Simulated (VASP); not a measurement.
Input of a VASP 6.6.1 run:

Contents of POSCAR:

```
B3As
1.0
   -1.6535047023      1.6535047023      3.6935429713
    1.6535047023     -1.6535047023      3.6935429713
    1.6535047023      1.6535047023     -3.6935429713
B As
3 1
Direct
    0.5000000000      0.5000000000      0.0000000000
    0.2500000000      0.7500000000      0.5000000000
    0.7500000000      0.2500000000      0.5000000000
    0.0000000000      0.0000000000      0.0000000000
```

Contents of INCAR.step1:

```
SYSTEM = B3As
PREC = Accurate
ENCUT = 520
ISMEAR = 0
SIGMA = 0.1
LREAL = .FALSE.
LASPH = .TRUE.
NELM = 100
NBANDS = 15
GGA = PE
ALGO = Normal
EDIFF = 1E-4
LWAVE = .TRUE.
LCHARG = .FALSE.
```

File INCAR.step2:

```
SYSTEM = B3As
PREC = Accurate
ENCUT = 520
EDIFF = 1E-6
ISMEAR = 0
SIGMA = 0.1
LREAL = .FALSE.
LASPH = .TRUE.
NELM = 100
ALGO = Normal
ISIF = 2
LWAVE = .FALSE.
LCHARG = .FALSE.
METAGGA = R2SCAN
LMIXTAU = .TRUE.
NBANDS = 15
ISTART = 1
```

File KPOINTS:

```
regular mesh
0
G
  8 8 8
  0 0 0
```

Potentials or basis: VASP PAW PBE potentials, release 64 (B, As).

The run is started by

```bash
$ cat potpaw_PBE.64/B/POTCAR potpaw_PBE.64/As/POTCAR > POTCAR
$ cp INCAR.step1 INCAR
$ mpirun -np 1 vasp_std > vasp.out
$ cp INCAR.step2 INCAR
$ mpirun -np 1 vasp_std > vasp.out
```

Predict the pressure.

-5.9 GPa.

What does it give for the band gap on the k mesh?

Zero (bands 7 and 8 overlap by 6.66 eV).

Stress tensor (GPa, compression positive):
```
-11.44   0.00   0.00
  0.00 -11.44   0.00
  0.00   0.00   5.10
```

Caveat: the stress differs along the axes, from -11 to 5 GPa; the PAW data sets were made with another functional, which shifts forces and pressure a little.
